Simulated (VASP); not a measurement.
Input of a VASP 6.6.1 run:

The input INCAR:

```
SYSTEM = BaMo2
ALGO     = Normal         ! electronic algorithm
EDIFF    = 1E-6           ! SCF threshold, eV
ENCUT    = 520            ! plane-wave cutoff, eV
GGA      = PE             ! functional
ISIF     = 2              ! what is computed and relaxed
ISMEAR   = 0              ! smearing method
LASPH    = .TRUE.         ! aspherical terms in the spheres
LCHARG   = .FALSE.        ! write CHGCAR
LREAL    = .FALSE.        ! projectors in reciprocal space
LWAVE    = .FALSE.        ! write WAVECAR
NBANDS   = 26             ! bands
NELM     = 100            ! most SCF steps
PREC     = Accurate       ! precision mode
SIGMA    = 0.1            ! smearing width, eV
```

Contents of KPOINTS:

```
k-points
0
G
  4 4 4
  0 0 0
```

POSCAR

```
BaMo2
1.0
    0.0000000000      3.4864352300      3.4864352300
    3.4864352300      0.0000000000      3.4864352300
    3.4864352300      3.4864352300      0.0000000000
Ba Mo
1 2
Direct
    0.2500000000      0.2500000000      0.2500000000
    0.5000000000      0.5000000000      0.5000000000
    0.7500000000      0.7500000000      0.7500000000
```

Potentials or basis: VASP PAW PBE potentials, release 64 (Ba_sv, Mo_sv).

Command:

```bash
$ cat potpaw_PBE.64/Ba_sv/POTCAR potpaw_PBE.64/Mo_sv/POTCAR > POTCAR
$ mpirun -np 1 vasp_std > vasp.out
```

Question: Estimate the band gap on the k mesh.

Answer: Zero (band 19 reaches 5.19 eV, above the bottom of band 20 at 4.93 eV).

Question: Predict the pressure.

Answer: -7.7 GPa.

Caveat: the k points lie up to 0.39 Å⁻¹ apart; spin-orbit coupling is left out, which moves the levels of the heavy elements.
